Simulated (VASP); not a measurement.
A run of VASP 6.6.1:

File POSCAR:

```
Nb
1.0
    2.7196400000      0.0000000000      0.0000000000
    0.0000000000      2.7196400000      0.0000000000
    0.0000000000      0.0000000000      2.7196400000
Nb
1
Direct
    0.5000000000      0.5000000000      0.5000000000
```

The input INCAR.step1:

```
SYSTEM = Nb
PREC = Accurate ; ENCUT = 520
ISMEAR = 0 ; SIGMA = 0.05
LREAL = .FALSE. ; LASPH = .TRUE.
NELM = 60 ; NBANDS = 12
GGA = PE ; ALGO = Normal
EDIFF = 1E-4 ; LWAVE = .TRUE.
LCHARG = .FALSE.
```

Contents of INCAR.step2:

```
SYSTEM = Nb
PREC = Accurate ; ENCUT = 520
EDIFF = 1E-7 ; ISMEAR = 0
SIGMA = 0.05 ; LREAL = .FALSE.
LASPH = .TRUE. ; NELM = 60
ALGO = Normal ; ISIF = 2
LWAVE = .FALSE. ; LCHARG = .FALSE.
METAGGA = R2SCAN ; LMIXTAU = .TRUE.
NBANDS = 12 ; ISTART = 1
```

File KPOINTS:

```
Automatic mesh
0
G
  8 8 8
  0 0 0
```

Potentials or basis: VASP PAW PBE potentials, release 64 (Nb_sv).

Launch:

```sh
$ cat potpaw_PBE.64/Nb_sv/POTCAR > POTCAR
$ cp INCAR.step1 INCAR
$ mpirun -np 1 vasp_std > vasp.out
$ cp INCAR.step2 INCAR
$ mpirun -np 1 vasp_std > vasp.out
```

Hardware: 1 thread of Intel Xeon 8259CL, on a shared host.

Q: How long does it take, and how much memory?

A: It took 44 s on 1 thread of Intel Xeon 8259CL, on a shared host, peak memory 0.13 GiB. Counts: k points 35.
